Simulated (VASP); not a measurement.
Hf6Al2O15, 23 atoms in the cell. The structure is orthorhombic, space group Cmm2 (No. 35). The conventional cell has a = 7.007 Å, b = 7.118 Å, c = 10.272 Å, α = 90.00°, β = 90.00°, γ = 90.00°. Al (site symmetry m) has 7 O at 1.86 to 2.60 Å within 2.6 Å. Hf (site symmetry m) has 8 O at 2.00 to 2.56 Å within 2.6 Å. Hf (site symmetry m) has 7 O at 2.00 to 2.40 Å within 2.7 Å. Within 2.7 Å of Hf (site symmetry m) lie 8 O at 2.05 to 2.48 Å. Within 3.0 Å of O (site symmetry mm2) lie 4 Hf at 2.07 to 2.30 Å and 6 O at 2.55 to 2.90 Å. O (site symmetry 2) has 2 Hf at 2.01 Å and 4 O at 2.50 to 2.61 Å and 2 Al at 2.60 Å within 2.7 Å. Within 2.7 Å of O (site symmetry 2) lie 4 Hf at 2.05 to 2.38 Å and 6 O at 2.55 to 2.59 Å. O (site symmetry mm2) has 2 Al at 1.86 Å and 2 Hf at 2.36 Å and 5 O at 2.46 to 2.59 Å within 2.6 Å. 

* Program: VASP 6.6.1
* Task: single point
* Functional: PBEsol
* Potentials or basis: VASP PAW PBE potentials, release 64 (Al, Hf_pv, O)
* Cutoff: 520 eV
* k mesh: 4 × 6 × 6
* Occupations: gaussian, width 0.02 eV
* Spin: no spin polarisation
* Dipole correction: no
* Further INCAR settings: LREAL = Auto; ALGO = Normal; EDIFF = 1e-06; NBANDS = 95

Potentials or basis: VASP PAW PBE potentials, release 64 (Al, Hf_pv, O).

Command:

```console
$ cat potpaw_PBE.64/Al/POTCAR potpaw_PBE.64/Hf_pv/POTCAR potpaw_PBE.64/O/POTCAR > POTCAR
$ mpirun -np 1 vasp_std > vasp.out
```

Hardware: 1 thread of Oxide Virtual Turin-like Processor, with other jobs on the host.

Estimate the wall time of this run.

Wall time 42 min on 1 thread of Oxide Virtual Turin-like Processor, with other jobs on the host, peak memory 0.7 GiB. Counts: scf iterations 16, k points 39.
